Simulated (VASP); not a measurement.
## Li: single point with PBE

The system is Li.

```
Li
1.0
     2.93091    0.00000    0.00000
    -1.46546    2.53824    0.00000
     0.00000    0.00000    4.79117
Li
2
Direct
  0.33333 0.66667 0.25000
  0.66667 0.33333 0.75000
```

- Program: VASP 6.6.1
- Task: single point
- Functional: PBE
- Potentials or basis: VASP PAW PBE potentials, release 64 (Li_sv)
- Cutoff: 520 eV
- k mesh: 14 × 14 × 8
- Occupations: fermi-dirac, width 0.1 eV
- Spin: no spin polarisation
- Dipole correction: no
- Further INCAR settings: ALGO = Normal; EDIFF = 1e-06; NBANDS = 10

* Band gap on the k mesh: zero (band 3 reaches 3.04 eV, above the bottom of band 4 at -1.56 eV)

Levels at points of the mesh, in eV from the Fermi level:
```tsv
k point	band 1	band 2	band 3	band 4	band 5	band 6	band 7
(0.00, 0.00, 0.00)	-46.30	-46.27	-3.70	-0.06	3.38	13.65	13.65
(0.50, 0.00, 0.00)	-46.27	-46.26	-0.11	1.21	5.09	6.30	6.94
(0.00, 0.00, 0.50)	-46.28	-46.28	-2.54	-2.54	8.73	8.73	14.66
(0.50, 0.00, 0.50)	-46.26	-46.26	0.71	0.71	3.96	3.96	10.73
```

Wall time 20 s on 1 thread of AMD EPYC 9R45 (Zen 5), with other jobs on the host, peak memory 0.13 GiB.
